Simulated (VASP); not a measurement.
Here is a VASP 6.6.1 calculation.

The input INCAR:

```
ALGO = Normal
EDIFF = 1E-6
ENCUT = 520
GGA = RP
ISIF = 2
ISMEAR = -1
IVDW = 12
LASPH = True
LCHARG = False
LREAL = False
LWAVE = False
NBANDS = 16
NELM = 60
PREC = Accurate
SIGMA = 0.05
```

The input KPOINTS:

```
k-points
0
Gamma
  10 10 6
```

Contents of POSCAR:

```
WC
1.0
    1.4902711048     -2.3235665004      0.0000000000
    1.4902711048      2.3235665004      0.0000000000
    0.0000000000      0.0000000000      2.9070269541
W C
1 1
Direct
    0.5000000000      0.5000000000      0.5000000000
    0.0000000000      0.0000000000      0.0000000000
```

Potentials or basis: VASP PAW PBE potentials, release 64 (W_sv, C).

Run with:

```console
$ cat potpaw_PBE.64/W_sv/POTCAR potpaw_PBE.64/C/POTCAR > POTCAR
$ mpirun -np 1 vasp_std > vasp.out
```

Problem. Estimate the dispersion energy per atom.

Solution. -2.734 eV.

Problem. Estimate the pressure.

Solution. 1.1 GPa.

Problem. What does it give for the band gap on the k mesh?

Solution. Zero (band 9 reaches 16.12 eV, above the bottom of band 10 at 11.41 eV).

Stress tensor (GPa, compression positive):
```
1.33 0.00 0.00
0.00 0.83 0.00
0.00 0.00 1.18
```

Caveat: the k points lie up to 0.36 Å⁻¹ apart; the PAW data sets were made with another functional, which shifts forces and pressure a little; spin-orbit coupling is left out, which moves the levels of the heavy elements; pairwise dispersion overbinds metals, which lowers pressure and volume.
